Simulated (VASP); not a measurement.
Wanted: the native input for a VASP 6.6.1 run.

- Task: single point
- Functional: PBE
- Potentials or basis: VASP PAW PBE potentials, release 64 (In_d, Sb)
- Cutoff: 520 eV
- k mesh: 10 × 10 × 10
- Occupations: gaussian, width 0.15 eV
- Spin: no spin polarisation
- Dipole correction: no
- Further INCAR settings: ALGO = Normal; EDIFF = 1e-06; NBANDS = 22

The structure of InSb3 lies in POSCAR:

```
InSb3
1.0
    4.7431719165      0.0000000000      0.0000000000
    0.0000000000      4.7431719165      0.0000000000
    0.0000000000      0.0000000000      5.3550410937
In Sb
1 3
Direct
    0.0000000000      0.0000000000      0.0000000000
    0.5000000000      0.0000000000      0.5000000000
    0.0000000000      0.5000000000      0.5000000000
    0.5000000000      0.5000000000      0.0000000000
```

These files were run (other wordings do the same):

INCAR

```
SYSTEM = InSb3
PREC = Accurate
ENCUT = 520
EDIFF = 1E-6
ISMEAR = 0
SIGMA = 0.15
LREAL = .False.
LASPH = .True.
NELM = 60
ALGO = Normal
ISIF = 2
LWAVE = .False.
LCHARG = .False.
GGA = PE
NBANDS = 22
```

KPOINTS

```
Automatic mesh
0
Gamma
  10 10 10
  0 0 0
```

Potentials or basis: VASP PAW PBE potentials, release 64 (In_d, Sb).

Launch:

```sh
$ cat potpaw_PBE.64/In_d/POTCAR potpaw_PBE.64/Sb/POTCAR > POTCAR
$ mpirun -np 1 vasp_std > vasp.out
```

It gave:

```
Pressure               : -3.3 GPa
Band gap on the k mesh : zero (bands 14 and 15 overlap by 3.40 eV)
```

Caveat: the cell stands under tension; spin-orbit coupling is left out, which moves the levels of the heavy elements.

Run time: 89 s on 1 thread of Intel(R) Xeon(R) 6975P-C (Granite Rapids), with other jobs on the host, peak memory 0.43 GiB.
